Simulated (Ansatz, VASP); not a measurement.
## One calculation of C, two programs

```
C
1.0
     2.49833    0.00000    0.00000
    -1.24916    2.16361    0.00000
     0.00000    0.00000    4.16076
C
4
Direct
  0.33333 0.66667 0.99986
  0.66667 0.33333 0.49986
  0.33333 0.66667 0.37414
  0.66667 0.33333 0.87414
```

Alike in both runs: functional PBEsol; k mesh 9 × 9 × 6; occupations gaussian, width 0.1 eV; no spin polarisation.

Ansatz relaxed the structure, and its values are those at the end. VASP's run is a single point on that final structure, the one shown.

|  | VASP | Ansatz |
| --- | --- | --- |
| version | VASP 6.6.1 | Ansatz 0.2.0 |
| potentials or method | VASP PAW PBE potentials, release 64 (C), cutoff 600 eV | scalar-relativistic, plane waves, PAW |
| valence electrons in the cell | 16 | 16 |

VASP gave:

```
gap on the k mesh at the Fermi level (eV) : 3.03
least direct gap on the mesh (eV)         : 4.92
pressure (GPa)                            : 0.6
rms of the force components (eV/Å)        : 0.007
```

Question: What did Ansatz give for the same quantities?

Answer: gap on the k mesh at the Fermi level (eV): 3.05; least direct gap on the mesh (eV): 4.92; pressure (GPa): 0.1; rms of the force components (eV/Å): 0.011.

VASP's potentials were made for PBE, not for PBEsol, and Ansatz warns of the same on its side. With one functional, cell and mesh, what is left measures potentials, basis and numerics.
